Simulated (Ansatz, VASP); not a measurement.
BN: VASP beside Ansatz

Contents of INCAR:

```
SYSTEM = BN
PREC     = Accurate       ! precision mode
ENCUT    = 520            ! plane-wave cutoff, eV
EDIFF    = 1E-6           ! SCF threshold, eV
ISMEAR   = 0              ! smearing method
SIGMA    = 0.05           ! smearing width, eV
LREAL    = .FALSE.        ! projectors in reciprocal space
LASPH    = .TRUE.         ! aspherical terms in the spheres
NELM     = 60             ! most SCF steps
ALGO     = Normal         ! electronic algorithm
ISIF     = 2              ! what is computed and relaxed
LWAVE    = .FALSE.        ! write WAVECAR
LCHARG   = .FALSE.        ! write CHGCAR
GGA      = PS             ! functional
NBANDS   = 16             ! bands
```

File KPOINTS:

```
Automatic mesh
0
G
  12 12 4
  0 0 0
```

The input POSCAR:

```
BN
1.0
    2.4825818909      0.0000000000      0.0000000000
   -1.2412909455      2.1499789845      0.0000000000
    0.0000000000      0.0000000000      7.4978938270
B N
2 2
Direct
    0.3333333333      0.6666666667      0.2500000000
    0.6666666667      0.3333333333      0.7500000000
    0.3333333333      0.6666666667      0.7500000000
    0.6666666667      0.3333333333      0.2500000000
```

Input for Ansatz:

```yaml
crystal:
  lattice:
    - [2.4825818909, 0.0, 0.0]
    - [-1.2412909455, 2.1499789845, 0.0]
    - [0.0, 0.0, 7.497893827]
  atoms:
    - { symbol: B, position: [0.3333333333, 0.6666666667, 0.25] }
    - { symbol: B, position: [0.6666666667, 0.3333333333, 0.75] }
    - { symbol: "N", position: [0.3333333333, 0.6666666667, 0.75] }
    - { symbol: "N", position: [0.6666666667, 0.3333333333, 0.25] }
basis:
  ecutwfc: 520.0
kpoints:
  mp_grid: { grid: [12, 12, 4] }
hamiltonian:
  xc: pbesol
  pseudopotentials: { kind: paw, azcp: { folder: soft_1 } }
scf:
  occupations: { method: gaussian, width: 0.05 }
output:
  forces: true
  stress: true
  eigenvalues: true
```

Alike in both runs: task single point; functional PBEsol; k mesh 12 × 12 × 4; occupations gaussian, width 0.05 eV; no spin polarisation.

|  | VASP | Ansatz |
| --- | --- | --- |
| version | VASP 6.6.1 | Ansatz 0.2.0 |
| potentials or method | VASP PAW PBE potentials, release 64 (B, N), cutoff 520 eV | scalar-relativistic, plane waves, PAW |
| valence electrons in the cell | 16 | 16 |

|  | VASP | Ansatz | Ansatz less VASP |
| --- | --- | --- | --- |
| gap on the k mesh at the Fermi level (eV) | 4.41 | 4.42 | +0.007 |
| least direct gap on the mesh (eV) | 4.68 | 4.68 | +0.003 |
| pressure (GPa) | 5.9 | 5.5 | -0.42 |
| traceless stress, the component that is largest in VASP (GPa) | -6.35 | -5.80 | +0.554 |

VASP's potentials were made for PBE, not for PBEsol, and Ansatz warns of the same on its side. With one functional, cell and mesh, what is left measures potentials, basis and numerics.
